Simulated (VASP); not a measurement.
# Ti3Se: single point with r2SCAN

Crystal: Ti3Se.

```
Se Ti
1.0
     3.17599    0.00000    0.00000
    -1.58799    2.75048    0.00000
     0.00000    0.00000    7.88944
Se Ti
1 3
Direct
  0.00000 0.00000 0.00000
  0.66667 0.33333 0.50000
  0.33333 0.66667 0.77290
  0.33333 0.66667 0.22710
```

```yaml
Program: VASP 6.6.1
Task: single point
Functional: r2SCAN
Potentials_or_basis: VASP PAW PBE potentials, release 64 (Se, Ti_sv)
Cutoff: 520 eV
k_mesh: 10 × 10 × 4
Occupations: fermi-dirac, width 0.05 eV
Spin: no spin polarisation
```

```json
{"Pressure": "2.2 GPa", "Largest force": "0.022 eV/Å", "Band gap on the k mesh": "zero (band 21 reaches 8.81 eV, above the bottom of band 22 at 8.16 eV)"}
```

Forces on the atoms (eV/Å):
```
Se   0.000  0.000  0.000
Ti   0.000  0.000  0.000
Ti   0.000  0.000 -0.022
Ti   0.000  0.000  0.022
```

Stress tensor (GPa, compression positive):
```
2.30 0.00 0.00
0.00 2.30 0.00
0.00 0.00 1.94
```

Levels at points of the mesh, in eV from the Fermi level:
```csv
k point,band 18,band 19,band 20,band 21,band 22,band 23,band 24,band 25
"(0.00, 0.00, 0.00)",-1.55,-0.35,0.15,0.15,0.35,0.35,0.92,1.14
"(0.50, 0.00, 0.00)",-1.94,-1.77,-0.89,-0.62,0.24,0.81,0.89,2.44
"(0.00, 0.00, 0.50)",-1.62,-0.80,0.44,0.44,0.56,0.62,0.62,1.11
"(0.50, 0.00, 0.50)",-1.74,-1.71,-1.12,-1.01,0.61,0.92,1.08,1.29
```

It took 6 min on 1 thread of AMD EPYC 9R45 (Zen 5) (shared host), peak memory 0.2 GiB.

Caveat: the PAW data sets were made with another functional, which shifts forces and pressure a little.
